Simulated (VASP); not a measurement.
Wanted: the native input for a VASP 6.6.1 run.

| Quantity | Value |
| --- | --- |
| Task | single point |
| Functional | PBEsol |
| Potentials or basis | VASP PAW PBE potentials, release 64 (Ta_pv, N) |
| Cutoff | 520 eV |
| k mesh | 6 × 6 × 6 |
| Occupations | gaussian, width 0.1 eV |
| Spin | no spin polarisation |
| Dipole correction | no |
| Further INCAR settings | ALGO = Normal; EDIFF = 1e-07; NBANDS = 38 |

The structure of Ta4N3 lies in POSCAR:

```
Ta4N3
1.0
   -2.1785610367      2.1785610367      4.2733274932
    2.1785610367     -2.1785610367      4.2733274932
    2.1785610367      2.1785610367     -4.2733274932
Ta N
4 3
Direct
    0.0000000000      0.5000000000      0.5000000000
    0.2610869270      0.2610869270      0.0000000000
    0.5000000000      0.0000000000      0.5000000000
    0.7389130730      0.7389130730      0.0000000000
    0.7500000000      0.2500000000      0.5000000000
    0.0000000000      0.0000000000      0.0000000000
    0.2500000000      0.7500000000      0.5000000000
```

One way to write it, as run:

INCAR

```
ALGO = Normal
EDIFF = 1E-7
ENCUT = 520
GGA = PS
ISIF = 2
ISMEAR = 0
LASPH = T
LCHARG = F
LREAL = F
LWAVE = F
NBANDS = 38
NELM = 80
PREC = Accurate
SIGMA = 0.1
```

KPOINTS

```
k-points
0
Gamma
  6 6 6
```

Potentials or basis: VASP PAW PBE potentials, release 64 (Ta_pv, N).

Command:

```bash
$ cat potpaw_PBE.64/Ta_pv/POTCAR potpaw_PBE.64/N/POTCAR > POTCAR
$ mpirun -np 1 vasp_std > vasp.out
```

It gave:

| Property | Result |
| --- | --- |
| Pressure | 0.7 GPa |
| Largest force | 0.032 eV/Å |

Caveat: the PAW data sets were made with another functional, which shifts forces and pressure a little.

Run time: 2.2 min on 1 thread of AMD EPYC 7R43 64-Core Processor (Zen 3), on a shared host, peak memory 0.24 GiB.
